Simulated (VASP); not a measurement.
Sn3H4, 14 atoms in the cell. The cell holds a wire or tube with vacuum around it, 14 atoms: a = 16.500 Å, b = 16.300 Å, c = 4.706 Å, α = 90.00°, β = 90.00°, γ = 90.00°. 

```yaml
Program: VASP 6.6.1
Task: single point
Functional: PBE
Potentials_or_basis: VASP PAW PBE potentials, release 64 (Sn_d, H)
Cutoff: 520 eV
k_mesh: 1 × 1 × 12
Occupations: gaussian, width 0.05 eV
Spin: no spin polarisation
Dipole_correction: no
Further_INCAR_settings: ALGO = Normal; EDIFF = 1e-06; NBANDS = 59
```

Potentials or basis: VASP PAW PBE potentials, release 64 (Sn_d, H).

Command:

```console
$ cat potpaw_PBE.64/Sn_d/POTCAR potpaw_PBE.64/H/POTCAR > POTCAR
$ mpirun -np 1 vasp_std > vasp.out
```

Hardware: 1 thread of AMD EPYC 9R45 96-Core Processor (Zen 5) (shared host).

**Question.** Estimate the wall time of this run.

**Answer.** It took 14 min on 1 thread of AMD EPYC 9R45 96-Core Processor (Zen 5) (shared host), peak memory 1.2 GiB. Counts: scf iterations 24, k points 7.
